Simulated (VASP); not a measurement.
# FeB4 (Pnnm) in VASP: further runs

Runs on FeB4. Level: LDA. Tasks: single point, relaxation of cell and atoms.

All numbers are computed with VASP 6.6.1; they aren't measurements. Logs are shortened: lines on timing, memory, paths and dates and some standing lists are left out, and cuts for length are marked.

**1. The cell of the first run**

Symmetry: Pnnm, No. 58, orthorhombic system. Conventional cell: a = 4.429 Å, b = 5.228 Å, c = 2.963 Å, α = 90.00°, β = 90.00°, γ = 90.00°. Fe (site symmetry 2/m) has 12 B at 1.97 to 2.20 Å within 2.6 Å. Within 2.2 Å of B (site symmetry m) lie 4 B at 1.69 to 1.85 Å and 3 Fe at 1.97 to 2.09 Å. Within 2.3 Å of B (site symmetry m) lie 5 B at 1.69 to 1.95 Å and 3 Fe at 2.08 to 2.20 Å.

**2. Single point, LDA**

The input, INCAR:

```
SYSTEM = FeB4
ALGO = Normal ; EDIFF = 1E-6
ENCUT = 520 ; GGA = CA
ISIF = 2 ; ISMEAR = 0
LASPH = .TRUE. ; LCHARG = .FALSE.
LREAL = .FALSE. ; LWAVE = .FALSE.
NBANDS = 31 ; NELM = 100
PREC = Accurate ; SIGMA = 0.1
```

The input, KPOINTS:

```
k-points
0
G
  4 4 6
  0 0 0
```

The input, POSCAR:

```
FeB4
1.0
    4.4288852116      0.0000000000      0.0000000000
    0.0000000000      5.2275999994      0.0000000000
    0.0000000000      0.0000000000      2.9632279173
Fe B
2 8
Direct
    0.0000000000      0.0000000000      0.0000000000
    0.5000000000      0.5000000000      0.5000000000
    0.2495647461      0.3122390747      0.0000000000
    0.7504352539      0.6877609253      0.0000000000
    0.7495647461      0.1877609253      0.5000000000
    0.2504352539      0.8122390747      0.5000000000
    0.3371169207      0.1261542228      0.5000000000
    0.6628830793      0.8738457772      0.5000000000
    0.8371169207      0.3738457772      0.0000000000
    0.1628830793      0.6261542228      0.0000000000
```

Potentials or basis: VASP PAW LDA potentials, release 64 (Fe, B).

On the command line:

```bash
$ cat potpaw_LDA.64/Fe/POTCAR potpaw_LDA.64/B/POTCAR > POTCAR
$ mpirun -np 1 vasp_std > vasp.out
```

OUTCAR:

```text
SYSTEM = FeB4
   EDIFF = 1E-6
   ENCUT = 520
   GGA = CA
   ISIF = 2
   ISMEAR = 0
   LASPH = .TRUE.
   LREAL = .FALSE.
   NELM = 100
   PREC = Accurate

 ion  position               nearest neighbor table
   1  0.000  0.000  0.000-   3 1.97   4 1.97   9 2.08  10 2.08   5 2.09   6 2.09   5 2.09   6 2.09
                             7 2.20   8 2.20   7 2.20   8 2.20
   2  0.500  0.500  0.500-   5 1.97   6 1.97   7 2.08   8 2.08   3 2.09   4 2.09   3 2.09   4 2.09
                             9 2.20  10 2.20   9 2.20  10 2.20
   3  0.250  0.312  0.000-  10 1.69   7 1.81   7 1.81   9 1.85   1 1.97   2 2.09   2 2.09
   4  0.750  0.688  0.000-   9 1.69   8 1.81   8 1.81  10 1.85   1 1.97   2 2.09   2 2.09
   5  0.750  0.188  0.500-   8 1.69   9 1.81   9 1.81   7 1.85   2 1.97   1 2.09   1 2.09
   6  0.250  0.812  0.500-   7 1.69  10 1.81  10 1.81   8 1.85   2 1.97   1 2.09   1 2.09
   7  0.337  0.126  0.500-   6 1.69   3 1.81   3 1.81   5 1.85   8 1.95   2 2.08   1 2.20   1 2.20

   8  0.663  0.874  0.500-   5 1.69   4 1.81   4 1.81   6 1.85   7 1.95   2 2.08   1 2.20   1 2.20

   9  0.837  0.374  0.000-   4 1.69   5 1.81   5 1.81   3 1.85  10 1.95   1 2.08   2 2.20   2 2.20

  10  0.163  0.626  0.000-   3 1.69   6 1.81   6 1.81   4 1.85   9 1.95   1 2.08   2 2.20   2 2.20

  LATTYP: Found a simple orthorhombic cell.
 ALAT       =     2.9632279173
 B/A-ratio  =     1.4946151073
 C/A-ratio  =     1.7641572452

  Lattice vectors:

 A1 = (   0.0000000000,   0.0000000000,   2.9632279173)
 A2 = (   4.4288852116,   0.0000000000,   0.0000000000)
 A3 = (   0.0000000000,   5.2275999994,   0.0000000000)

Analysis of symmetry for initial positions (statically):
=====================================================================
 Subroutine PRICEL returns:
 Original cell was already a primitive cell.

 Routine SETGRP: Setting up the symmetry group for a
 simple orthorhombic supercell.

 Subroutine GETGRP returns: Found  8 space group operations
 (whereof  4 operations were pure point group operations)
 out of a pool of  8 trial point group operations.

The static configuration has the point symmetry C_2h.
 The point group associated with its full space group is D_2h.

Analysis of symmetry for dynamics (positions and initial velocities):
=====================================================================
 Subroutine PRICEL returns:
 Original cell was already a primitive cell.

 Routine SETGRP: Setting up the symmetry group for a
 simple orthorhombic supercell.

 Subroutine GETGRP returns: Found  8 space group operations
 (whereof  4 operations were pure point group operations)
 out of a pool of  8 trial point group operations.

The dynamic configuration has the point symmetry C_2h.
 The point group associated with its full space group is D_2h.

 Subroutine INISYM returns: Found  8 space group operations
 (whereof  4 operations are pure point group operations),
 and found     1 'primitive' translations

----------------------------------------------------------------------------------------

                                     Primitive cell

  volume of cell :      68.6060

  direct lattice vectors                    reciprocal lattice vectors
     4.428885212  0.000000000  0.000000000     0.225790453  0.000000000  0.000000000
     0.000000000  5.227599999  0.000000000     0.000000000  0.191292371  0.000000000
     0.000000000  0.000000000  2.963227917     0.000000000  0.000000000  0.337469823

  length of vectors
     4.428885212  5.227599999  2.963227917     0.225790453  0.191292371  0.337469823

  position of ions in fractional coordinates (direct lattice)
     0.000000000  0.000000000  0.000000000
     0.500000000  0.500000000  0.500000000
     0.249564746  0.312239075  0.000000000
     0.750435254  0.687760925  0.000000000
     0.749564746  0.187760925  0.500000000
     0.250435254  0.812239075  0.500000000
     0.337116921  0.126154223  0.500000000
     0.662883079  0.873845777  0.500000000
     0.837116921  0.373845777  0.000000000
     0.162883079  0.626154223  0.000000000

  ion indices of the primitive-cell ions
   primitive index   ion index
                 1           1
                 2           2
                 3           3
                 4           4
                 5           5
                 6           6
                 7           7
                 8           8
                 9           9
                10          10

----------------------------------------------------------------------------------------

 KPOINTS: k-points

Automatic generation of k-mesh.
 Grid dimensions read from file:
 generate k-points for:    4    4    6

 Generating k-lattice:

  Cartesian coordinates                     Fractional coordinates (reciprocal lattice)
     0.056447613  0.000000000  0.000000000     0.250000000  0.000000000  0.000000000
     0.000000000  0.047823093  0.000000000     0.000000000  0.250000000  0.000000000
     0.000000000  0.000000000  0.056244970     0.000000000  0.000000000  0.166666667

  Length of vectors
     0.056447613  0.047823093  0.056244970

  Shift w.r.t. Gamma in fractional coordinates (k-lattice)
     0.000000000  0.000000000  0.000000000

 Subroutine IBZKPT returns following result:
 ===========================================

 Found     36 irreducible k-points:

 Following reciprocal coordinates:
            Coordinates               Weight
  0.000000  0.000000  0.000000      1.000000
  0.250000  0.000000  0.000000      2.000000
  0.500000  0.000000  0.000000      1.000000
  0.000000  0.250000  0.000000      2.000000
  0.250000  0.250000  0.000000      4.000000
  0.500000  0.250000  0.000000      2.000000
[... 16 lines left out ...]
  0.250000  0.250000  0.333333      8.000000
  0.500000  0.250000  0.333333      4.000000
 [... further k-points ...]
   k-points           NKPTS =     36   k-points in BZ     NKDIM =     36   number of bands    NBANDS=     31
   number of dos      NEDOS =    301   number of ions     NIONS =     10
   total plane-waves  NPLWV =  34560
   dimension x,y,z NGX =    36 NGY =   40 NGZ =   24
   dimension x,y,z NGXF=    72 NGYF=   80 NGZF=   48
   ions per type =               2   8
   NGX,Y,Z   is equivalent  to a cutoff of  13.51, 12.72, 13.46 a.u.
   NGXF,Y,Z  is equivalent  to a cutoff of  27.03, 25.44, 26.93 a.u.
 SYSTEM =  FeB4
   PREC   = accura    normal or accurate (medium, high low for compatibility)
   ISTART =      0    job   : 0-new  1-cont  2-samecut
   ICHARG =      2    charge: 1-file 2-atom 10-const
   ISPIN  =      1    spin polarized calculation?
   LNONCOLLINEAR =      F non collinear calculations
   LSORBIT =      F    spin-orbit coupling
   LASPH  =      T    aspherical Exc in radial PAW
   ENCUT  =  520.0 eV  38.22 Ry    6.18 a.u.   8.23  9.72  5.51*2*pi/ulx,y,z
   NELM   =    100;   NELMIN=  2; NELMDL= -5     # of ELM steps
   EDIFF  = 0.1E-05   stopping-criterion for ELM
   LREAL  =      F    real-space projection
   EDIFFG = 0.1E-04   stopping-criterion for IOM
   NSW    =      0    number of steps for IOM
   IBRION =     -1    ionic relax: 0-MD 1-quasi-New 2-CG
   NFREE  =      0    steps in history (QN), initial steepest desc. (CG)
   ISIF   =      2    stress and relaxation
   ISYM   =      2    0-nonsym 1-usesym 2-fastsym
   POTIM  = 0.5000    time-step for ionic-motion
   TEBEG  =    0.0;   TEEND  =   0.0 temperature during run
   PSTRESS=    0.0 pullay stress
   NELECT =      40.0000    total number of electrons
   NUPDOWN=      -1.0000    fix difference up-down
   EMIN   =  10.00;   EMAX   =-10.00  energy-range for DOS
   EFERMI =   0.00;   METHOD = LEGACY
   ISMEAR =     0;   SIGMA  =   0.10  broadening in eV -4-tet -1-fermi 0-gaus
   EFERMI_NEDOS =   21; number of points for ismear=-14 and -15
   IALGO  =     38    algorithm
   IMIX   =      4    mixing-type and parameters
     AMIX     =   0.40;   BMIX     =  1.00
     AMIX_MAG =   1.60;   BMIX_MAG =  1.00
  volume/ion in A,a.u.               =       6.86        46.30
  Fermi-wavevector in a.u.,A,eV,Ry     =   1.367648  2.584479 25.449154  1.870460
  Thomas-Fermi vector in A             =   2.493682
   LORBIT       =      0    0 simple, 1 ext, 2 COOP (PROOUT), +10 PAW based schemes
   GGA     = CA    functional components
   LHFCALC =     F    Hartree Fock is set to
   AEXX    =    0.0000 exact exchange contribution
   IVDW    =     0    specifies the selected vdW correction
   LEPSILON=     F    determine dielectric tensor
   LRPA    =     F    only Hartree local field effects (RPA)
 non-spin polarized calculation
 Gauss-broadening in eV      SIGMA  =   0.10
  energy-cutoff  :      520.00
  volume of cell :       68.61
 maximum number of plane-waves:      1876
 NGX is ok and might be reduce to    36
   NGX = 17   NGY = 19   NGZ = 11

 number of electron      40.0000010 magnetization

 Free energy of the ion-electron system (eV)
  ---------------------------------------------------
  ext. energy  EPLUGINS =         0.00000000
  ---------------------------------------------------
  free energy    TOTEN  =       -80.77903784 eV

  energy without entropy =      -80.76190704  energy(sigma->0) =      -80.77047244

 E-fermi :   8.7170     XC(G=0): -13.0606

 val. band max:        8.7122289193   @ k =   0.2500   0.0000   0.1667
 cond. band min:       8.7217219914   @ k =   0.2500   0.0000   0.3333
 fundamental gap:      0.0094930721
 Fermi energy:         8.7170290355

 k-point     1 :       0.0000    0.0000    0.0000
  band No.  band energies     occupation
      1      -7.2356      2.00000
      2      -3.4951      2.00000
      3      -3.0011      2.00000
      4      -1.0634      2.00000
      5      -0.7159      2.00000
      6       0.4826      2.00000
[... 23 lines left out ...]
     30      15.2499      0.00000
     31      15.8226      0.00000
[... 751 lines left out ...]
      1      -4.1683      2.00000
      2      -4.1683      2.00000
      3      -2.0212      2.00000
      4      -2.0212      2.00000
      5      -0.1662      2.00000
      6      -0.1662      2.00000
[... 23 lines left out ...]
     30      15.1253      0.00000
     31      16.2525      0.00000

 [... further k-points ...]

------------------------ aborting loop because EDIFF is reached ----------------------------------------

  FORCE on cell =-STRESS in cart. coord.  units (eV):
  Direction    XX          YY          ZZ          XY          YZ          ZX
  --------------------------------------------------------------------------------------
  -------------------------------------------------------------------------------------
  Total        0.2653768      0.4934660      0.4738345      0.0000000      0.0000000      0.0000000
  in kB        6.1974317     11.5240738     11.0656127      0.0000000      0.0000000      0.0000000
  external PRESSURE =       9.5957061 kB  Pullay stress =       0.0000000 kB

 VOLUME and BASIS-vectors are now :
 -----------------------------------------------------------------------------
  energy-cutoff  :      520.00
  volume of cell :       68.61
      direct lattice vectors                 reciprocal lattice vectors
     4.428885212  0.000000000  0.000000000     0.225790453  0.000000000  0.000000000
     0.000000000  5.227599999  0.000000000     0.000000000  0.191292371  0.000000000
     0.000000000  0.000000000  2.963227917     0.000000000  0.000000000  0.337469823

 POSITION                                       TOTAL-FORCE (eV/Angst)
 -----------------------------------------------------------------------------------
      0.00000      0.00000      0.00000        -0.000000     -0.000000      0.000000
      2.21444      2.61380      1.48161        -0.000000     -0.000000      0.000000
      1.10529      1.63226      0.00000        -0.004290      0.030617     -0.000000
      3.32359      3.59534      0.00000         0.004290     -0.030617      0.000000
      3.31974      0.98154      1.48161        -0.004290     -0.030617     -0.000000
      1.10915      4.24606      1.48161         0.004290      0.030617      0.000000
      1.49305      0.65948      1.48161         0.043672     -0.040461     -0.000000
      2.93583      4.56812      1.48161        -0.043672      0.040461      0.000000
      3.70749      1.95432      0.00000         0.043672      0.040461     -0.000000
      0.72139      3.27328      0.00000        -0.043672     -0.040461      0.000000
 -----------------------------------------------------------------------------------
    total drift:                                0.000000      0.000000      0.000000

  FREE ENERGIE OF THE ION-ELECTRON SYSTEM (eV)
  ---------------------------------------------------
  free  energy   TOTEN  =       -80.7790378362 eV

  energy  without entropy=      -80.7619070376  energy(sigma->0) =      -80.77047244
```

Run time: 41 s. Hardware: 1 thread of Intel Xeon 6975P-C (Granite Rapids), shared host; peak memory 0.19 GiB.

Results:

| Quantity | Value |
| --- | --- |
| Free energy | -80.7790 eV |
| Pressure | 1.0 GPa |
| Largest force | 0.060 eV/Å |
| Band gap on the k mesh | zero (bands 20 and 21 overlap by 0.81 eV) |

Forces in eV/Å, atoms in the order of the input:
```
Fe   0.000  0.000  0.000
Fe   0.000  0.000  0.000
B   -0.004  0.031  0.000
B    0.004 -0.031  0.000
B   -0.004 -0.031  0.000
B    0.004  0.031  0.000
B    0.044 -0.040  0.000
B   -0.044  0.040  0.000
B    0.044  0.040  0.000
B   -0.044 -0.040  0.000
```

Caveat: the run has no spin polarisation, though such a crystal can be magnetic. Spin polarisation is off, so any magnetic state and its effect on volume and gap are missing.

**3. Single point, LDA**

This run uses another cell than the first one, of 7.28 Å³/atom.

The input, INCAR:

```
ALGO = Normal
EDIFF = 1E-6
ENCUT = 520
GGA = CA
ISIF = 2
ISMEAR = 0
LASPH = True
LCHARG = True
LELF = True
LREAL = False
LVHAR = True
LWAVE = False
NBANDS = 31
NELM = 60
PREC = Accurate
SIGMA = 0.1
```

The input, KPOINTS:

```
k-points
0
Gamma
  4 4 6
```

The input, POSCAR:

```
FeB4
1.0
    4.5786000000      0.0000000000      0.0000000000
    0.0000000000      5.2981000000      0.0000000000
    0.0000000000      0.0000000000      2.9991000000
Fe B
2 8
Direct
    0.0000000000      0.0000000000      0.0000000000
    0.5000000000      0.5000000000      0.5000000000
    0.2487000000      0.3123000000      0.0000000000
    0.7513000000      0.6877000000      0.0000000000
    0.7487000000      0.1877000000      0.5000000000
    0.2513000000      0.8123000000      0.5000000000
    0.3411000000      0.1263000000      0.5000000000
    0.6589000000      0.8737000000      0.5000000000
    0.8411000000      0.3737000000      0.0000000000
    0.1589000000      0.6263000000      0.0000000000
```

Potentials or basis: VASP PAW LDA potentials, release 64 (Fe, B).

On the command line:

```bash
$ cat potpaw_LDA.64/Fe/POTCAR potpaw_LDA.64/B/POTCAR > POTCAR
$ mpirun -np 1 vasp_std > vasp.out
```

Run time: 39 s. Hardware: 1 thread of Intel Xeon 6975P-C (Granite Rapids), shared host; peak memory 0.19 GiB.

The run converged. Its results:

| Item | Value |
| --- | --- |
| Free energy | -80.5768 eV |
| Pressure | -15.1 GPa |
| Largest force | 0.059 eV/Å |
| Band gap on the k mesh | zero (bands 20 and 21 overlap by 0.87 eV) |

Forces in eV/Å, atoms in the order of the input:
```
Fe   0.000  0.000  0.000
Fe   0.000  0.000  0.000
B   -0.001  0.059  0.000
B    0.001 -0.059  0.000
B   -0.001 -0.059  0.000
B    0.001  0.059  0.000
B   -0.044  0.027  0.000
B    0.044 -0.027  0.000
B   -0.044 -0.027  0.000
B    0.044  0.027  0.000
```

Stress tensor (GPa, compression positive):
```
-16.64   0.00   0.00
  0.00 -16.78   0.00
  0.00   0.00 -12.02
```

Levels at points of the mesh, in eV from the Fermi level:
| k point | band 18 | band 19 | band 20 | band 21 | band 22 | band 23 |
| --- | --- | --- | --- | --- | --- | --- |
| (0.00, 0.00, 0.00) | -1.83 | -1.16 | 0.25 | 1.06 | 1.16 | 2.26 |
| (0.50, 0.00, 0.00) | -1.81 | -0.15 | -0.15 | 0.32 | 0.32 | 1.93 |
| (0.00, 0.50, 0.00) | -1.71 | -0.48 | -0.48 | 0.23 | 0.23 | 2.13 |
| (0.50, 0.50, 0.00) | -1.97 | -1.39 | -1.39 | 0.39 | 0.39 | 1.60 |
| (0.00, 0.00, 0.50) | -2.07 | -0.60 | -0.60 | 0.22 | 0.22 | 0.54 |
| (0.50, 0.00, 0.50) | -1.97 | -0.57 | -0.57 | 0.67 | 0.67 | 0.91 |
| (0.00, 0.50, 0.50) | -2.87 | -0.61 | -0.61 | 0.31 | 0.31 | 1.19 |
| (0.50, 0.50, 0.50) | -2.31 | -0.64 | -0.64 | -0.42 | -0.42 | 2.57 |

Caveat: the cell stands under tension; the run has no spin polarisation, though such a crystal can be magnetic. Spin polarisation is off, so any magnetic state and its effect on volume and gap are missing.

[end of part 1 of 2]

The gap in the log of VASP goes by the Fermi energy; the results here count the filled bands.